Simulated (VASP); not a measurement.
Crystal: SrCl2.

```xyz
3
Lattice="0.0000 3.4977 3.4977 3.4977 0.0000 3.4977 3.4977 3.4977 0.0000" Properties=species:S:1:pos:R:3 pbc="T T T"
Sr    0.0000    0.0000    0.0000
Cl    1.7488    1.7488    1.7488
Cl    5.2465    5.2465    5.2465
```

Base run:

```yaml
Program: VASP 6.6.1
Functional: PBE
Potentials_or_basis: VASP PAW PBE potentials, release 64 (Sr_sv, Cl)
Cutoff: 520 eV
k_mesh: 4 × 4 × 4
Occupations: gaussian, width 0.01 eV
Spin: no spin polarisation
```

Its results: band gap on the k mesh 5.31 eV, indirect (least direct gap 5.51 eV); pressure 0.8 GPa.

Problem. The run is repeated on the same cell with these changes: functional from PBE to PBE-based global hybrid. What comes out?

Solution. Band gap on the k mesh 8.14 eV, indirect (least direct gap 8.41 eV); pressure -0.1 GPa.

Caveats: the PAW data sets were made with another functional, which shifts forces and pressure a little (some runs).

A k mesh can miss the band edges.
